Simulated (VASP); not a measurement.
# BaTiO3 (Amm2) in VASP: a series of runs, part 2 of 2

VASP 6.6.1.

## (4) Single point, r2SCAN

This run uses another cell than the first one, of 13.02 Å³/atom.

Input file POSCAR:

```
BaTiO3
1.0
    3.9631984559      0.0000000000      0.0000000000
    0.0000000000      2.8578841584      2.8741958894
    0.0000000000     -2.8578841584      2.8741958894
Ba Ti O
1 1 3
Direct
    0.0000000000      0.0049647913      0.0049647913
    0.5000000000      0.5205652018      0.5205652018
    0.5000000000      0.9767600036      0.4907771774
    0.5000000000      0.4907771774      0.9767600036
    0.0000000000      0.4868328260      0.4868328260
```

Input file INCAR.step1:

```
  PREC = Accurate
  ENCUT = 520
  ISMEAR = 0
  SIGMA = 0.01
  LREAL = F
  LASPH = T
  NELM = 80
  NBANDS = 28
  GGA = PE
  ALGO = Normal
  EDIFF = 1E-4
  LWAVE = T
  LCHARG = F
```

Input file INCAR.step2:

```
  PREC = Accurate
  ENCUT = 520
  EDIFF = 1E-6
  ISMEAR = 0
  SIGMA = 0.01
  LREAL = F
  LASPH = T
  NELM = 80
  ALGO = Normal
  ISIF = 2
  LWAVE = F
  LCHARG = F
  METAGGA = R2SCAN
  LMIXTAU = T
  NBANDS = 28
  ISTART = 1
```

Input file KPOINTS:

```
Automatic mesh
0
Gamma
  6 6 6
```

Potentials or basis: VASP PAW PBE potentials, release 64 (Ba_sv, Ti_sv, O).

Launch:

```sh
cat potpaw_PBE.64/Ba_sv/POTCAR potpaw_PBE.64/Ti_sv/POTCAR potpaw_PBE.64/O/POTCAR > POTCAR
cp INCAR.step1 INCAR
mpirun -np 1 vasp_std > vasp.out
cp INCAR.step2 INCAR
mpirun -np 1 vasp_std > vasp.out
```

OUTCAR:

```text
PREC = Accurate
   ENCUT = 520
   EDIFF = 1E-6
   ISMEAR = 0
   LREAL = F
   LASPH = T
   NELM = 80
   ISIF = 2
   METAGGA = R2SCAN
   ISTART = 1

 ion  position               nearest neighbor table
   1  0.000  0.005  0.005-   5 2.77   4 2.80   3 2.80   3 2.80   4 2.80   5 2.86   5 2.86   4 2.88
                             3 2.88   3 2.88   4 2.88   5 2.98   2 3.42   2 3.42   2 3.48   2 3.48
   2  0.500  0.521  0.521-   3 1.85   4 1.85   5 1.99   5 1.99   3 2.21   4 2.21   1 3.42   1 3.42
                             1 3.48   1 3.48   1 3.48   1 3.48   1 3.57   1 3.57
   3  0.500  0.977  0.491-   2 1.85   2 2.21   1 2.80   1 2.80   1 2.88   1 2.88
   4  0.500  0.491  0.977-   2 1.85   2 2.21   1 2.80   1 2.80   1 2.88   1 2.88
   5  0.000  0.487  0.487-   2 1.99   2 1.99   1 2.77   1 2.86   1 2.86   1 2.98

  LATTYP: Found a base centered orthorhombic cell.
 ALAT       =     5.7157683168
 B/A-ratio  =     1.0057076250
 C/A-ratio  =     0.6933798286

  Lattice vectors:

 A1 = (   0.0000000000,   2.8578841584,  -2.8741958894)
 A2 = (   0.0000000000,   2.8578841584,   2.8741958894)
 A3 = (   3.9631984559,   0.0000000000,   0.0000000000)

Analysis of symmetry for initial positions (statically):
=====================================================================
 Subroutine PRICEL returns:
 Original cell was already a primitive cell.

 Routine SETGRP: Setting up the symmetry group for a
 base centered orthorhombic supercell.

 Subroutine GETGRP returns: Found  4 space group operations
 (whereof  4 operations were pure point group operations)
 out of a pool of  8 trial point group operations.

The static configuration has the point symmetry C_2v.

Analysis of symmetry for dynamics (positions and initial velocities):
=====================================================================
 Subroutine PRICEL returns:
 Original cell was already a primitive cell.

 Routine SETGRP: Setting up the symmetry group for a
 base centered orthorhombic supercell.

 Subroutine GETGRP returns: Found  4 space group operations
[... 131 lines left out ...]
  Fermi-wavevector in a.u.,A,eV,Ry     =   1.391712  2.629953 26.352594  1.936861
  Thomas-Fermi vector in A             =   2.515524
   LORBIT       =      0    0 simple, 1 ext, 2 COOP (PROOUT), +10 PAW based schemes
   METAGGA = R2SCAN    functional components
   LHFCALC =     F    Hartree Fock is set to
   AEXX    =    0.0000 exact exchange contribution
   IVDW    =     0    specifies the selected vdW correction
   LEPSILON=     F    determine dielectric tensor
   LRPA    =     F    only Hartree local field effects (RPA)
 non-spin polarized calculation
 Gauss-broadening in eV      SIGMA  =   0.01
  energy-cutoff  :      520.00
  volume of cell :       65.11
 maximum number of plane-waves:      1781
 NGX is ok and might be reduce to    30
   NGX = 15   NGY = 15   NGZ = 15

 number of electron      40.0000000 magnetization

 Free energy of the ion-electron system (eV)
  ---------------------------------------------------
  ext. energy  EPLUGINS =         0.00000000
  ---------------------------------------------------
  free energy    TOTEN  =       -74.26631562 eV

  energy without entropy =      -74.26631562  energy(sigma->0) =      -74.26631562

 E-fermi :   3.4782     XC(G=0): -11.8105

 val. band max:        3.4088767498   @ k =   0.5000   0.5000   0.5000
 cond. band min:       6.0504903695   @ k =   0.0000   0.0000   0.0000
 fundamental gap:      2.6416136197
 Fermi energy:         3.4782372976

 k-point     1 :       0.0000    0.0000    0.0000
  band No.  band energies     occupation
      1     -55.1793      2.00000
      2     -30.4041      2.00000
      3     -30.4013      2.00000
      4     -30.3318      2.00000
      5     -22.1487      2.00000
      6     -14.4106      2.00000
[... 733 lines left out ...]
     27      12.1635      0.00000
     28      12.5804      0.00000

 [... further k-points ...]

------------------------ aborting loop because EDIFF is reached ----------------------------------------

  FORCE on cell =-STRESS in cart. coord.  units (eV):
  Direction    XX          YY          ZZ          XY          YZ          ZX
  --------------------------------------------------------------------------------------
  -------------------------------------------------------------------------------------
  Total        0.7534560      0.8239202      0.7679309      0.0000000      0.0000000      0.0000000
  in kB       18.5409374     20.2749110     18.8971332      0.0000000      0.0000000      0.0000000
  external PRESSURE =      19.2376605 kB  Pullay stress =       0.0000000 kB

 VOLUME and BASIS-vectors are now :
 -----------------------------------------------------------------------------
  energy-cutoff  :      520.00
  volume of cell :       65.11
      direct lattice vectors                 reciprocal lattice vectors
     3.963198456  0.000000000  0.000000000     0.252321455  0.000000000  0.000000000
     0.000000000  2.857884158  2.874195889     0.000000000  0.174954607  0.173961699
     0.000000000 -2.857884158  2.874195889     0.000000000 -0.174954607  0.173961699

 POSITION                                       TOTAL-FORCE (eV/Angst)
 -----------------------------------------------------------------------------------
      0.00000      0.00000      0.02854         0.000000      0.000000     -0.029608
      1.98160      0.00000      2.99241         0.000000      0.000000     -0.173613
      1.98160      1.38888      4.21799         0.000000      0.082380      0.091283
      1.98160     -1.38888      4.21799         0.000000     -0.082380      0.091283
      0.00000      0.00000      2.79851         0.000000      0.000000      0.020656
 -----------------------------------------------------------------------------------
    total drift:                                0.000000     -0.000001      0.009586

  FREE ENERGIE OF THE ION-ELECTRON SYSTEM (eV)
  ---------------------------------------------------
  free  energy   TOTEN  =       -74.2663156210 eV

  energy  without entropy=      -74.2663156210  energy(sigma->0) =      -74.26631562
```

OUTCAR.step1:

```text
PREC = Accurate
   ENCUT = 520
   ISMEAR = 0
   LREAL = F
[... 981 lines left out ...]
      1.98160      0.00000      2.99241         0.000000      0.000000     -0.137103
      1.98160      1.38888      4.21799         0.000000      0.129297      0.093264
      1.98160     -1.38888      4.21799         0.000000     -0.129297      0.093264
      0.00000      0.00000      2.79851         0.000000      0.000000     -0.030527
 -----------------------------------------------------------------------------------
    total drift:                                0.000000     -0.000001      0.003010

  FREE ENERGIE OF THE ION-ELECTRON SYSTEM (eV)
  ---------------------------------------------------
  free  energy   TOTEN  =       -40.0201161952 eV

  energy  without entropy=      -40.0201161952  energy(sigma->0) =      -40.02011620
```

Run time: 2.7 min. Hardware: 1 thread of Intel Xeon 6975P-C (Granite Rapids), shared host; peak memory 0.24 GiB.

What came out:

```yaml
Free_energy: -74.2663 eV
Pressure: 1.9 GPa
Largest_force: 0.174 eV/Å
Band_gap_on_the_k_mesh: 2.64 eV (least direct gap 3.12 eV)
```

Forces on the atoms (eV/Å):
```
Ba   0.000  0.000 -0.030
Ti   0.000  0.000 -0.174
O    0.000  0.082  0.091
O    0.000 -0.082  0.091
O    0.000  0.000  0.021
```

Caveat: the PAW data sets were made with another functional, which shifts forces and pressure a little; spin-orbit coupling is left out, which moves the levels of the heavy elements. A k mesh can miss the band edges.

## (5) The runs side by side

| level | cell | smearing | gap on the mesh (eV) | pressure (GPa) | largest force (eV/Å) |
| --- | --- | --- | --- | --- | --- |
| PBE | a = 3.973, b = 4.105, c = 4.105 Å, angles 89.5, 90.0, 90.0°, 5 atoms, atomic positions A | fermi-dirac 0.02 eV | 2.35 | 1.6 | 0.09 |
| r2SCAN | a = 3.963, b = 4.053, c = 4.053 Å, angles 89.7, 90.0, 90.0°, 5 atoms, atomic positions B | fermi-dirac 0.02 eV | 2.64 | 1.9 | 0.17 |
| r2SCAN | a = 3.963, b = 4.053, c = 4.053 Å, angles 89.7, 90.0, 90.0°, 5 atoms, atomic positions B | gaussian 0.01 eV | 2.64 | 1.9 | 0.17 |

Alike in all rows: task single point; potentials or basis VASP PAW PBE potentials, release 64 (Ba_sv, Ti_sv, O); no spin polarisation; k mesh 6 × 6 × 6; cutoff (eV) 520.

Caveats: spin-orbit coupling is left out, which moves the levels of the heavy elements; the PAW data sets were made with another functional, which shifts forces and pressure a little (at least some runs).

Absolute energies hang on the potentials; compare differences alone.
